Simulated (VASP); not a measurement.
Set up this calculation in VASP 6.6.1, as the native input.

| Item | Value |
| --- | --- |
| Task | relaxation of cell and atoms |
| Functional | PBE |
| Potentials or basis | VASP PAW PBE potentials, release 64 (Pb_d, O) |
| Cutoff | 600 eV |
| k mesh | 8 × 8 × 5 |
| Occupations | fermi-dirac, width 0.02 eV |
| Spin | no spin polarisation |
| Dipole correction | no |
| Further INCAR settings | ALGO = Normal; EDIFF = 1e-06; IBRION = 2; EDIFFG = -0.01; NSW = 80; ISIF = 3 |

The structure of PbO2 lies in POSCAR:

```
PbO2
1.0
    3.0400000000      0.0000000000      0.0000000000
   -1.5200000000      2.6327172275      0.0000000000
    0.0000000000      0.0000000000      4.8640000000
Pb O
1 2
Direct
    0.0000000000      0.0000000000      0.0000000000
    0.3333333333      0.6666666667      0.2500000000
    0.6666666667      0.3333333333      0.7500000000
```

The input as run:

INCAR

```
SYSTEM = PbO2
PREC = Accurate
ENCUT = 600
EDIFF = 1E-6
ISMEAR = -1
SIGMA = 0.02
LREAL = .FALSE.
LASPH = .TRUE.
NELM = 60
ALGO = Normal
ISIF = 3
LWAVE = .FALSE.
LCHARG = .FALSE.
GGA = PE
IBRION = 2
NSW = 80
EDIFFG = -0.01
```

KPOINTS

```
Automatic mesh
0
G
  8 8 5
  0 0 0
```

Potentials or basis: VASP PAW PBE potentials, release 64 (Pb_d, O).

Command:

```console
$ cat potpaw_PBE.64/Pb_d/POTCAR potpaw_PBE.64/O/POTCAR > POTCAR
$ mpirun -np 1 vasp_std > vasp.out
```

It gave:

* Relaxed volume: 17.16 Å³/atom
* Relaxed cell: a = 3.417 Å, b = 3.417 Å, c = 5.091 Å, α = 90.00°, β = 90.00°, γ = 120.00°
* Space group after relaxing (to 0.05 Å): P-3m1 (No. 164)
* Energy gained by relaxing: 414.6 meV/atom
* Ionic steps: 16
* Pressure after relaxing: 0.0 GPa
* Largest force after relaxing: 0.003 eV/Å
* Band gap on the k mesh: 0.74 eV, indirect (least direct gap 0.92 eV)

Caveat: the volume moved by over 15 % at a fixed basis, so the end points are rough; spin-orbit coupling is left out, which moves the levels of the heavy elements.

It took 2 min on 1 thread of Intel(R) Xeon(R) Platinum 8488C (Sapphire Rapids), with other jobs on the host, peak memory 0.18 GiB.
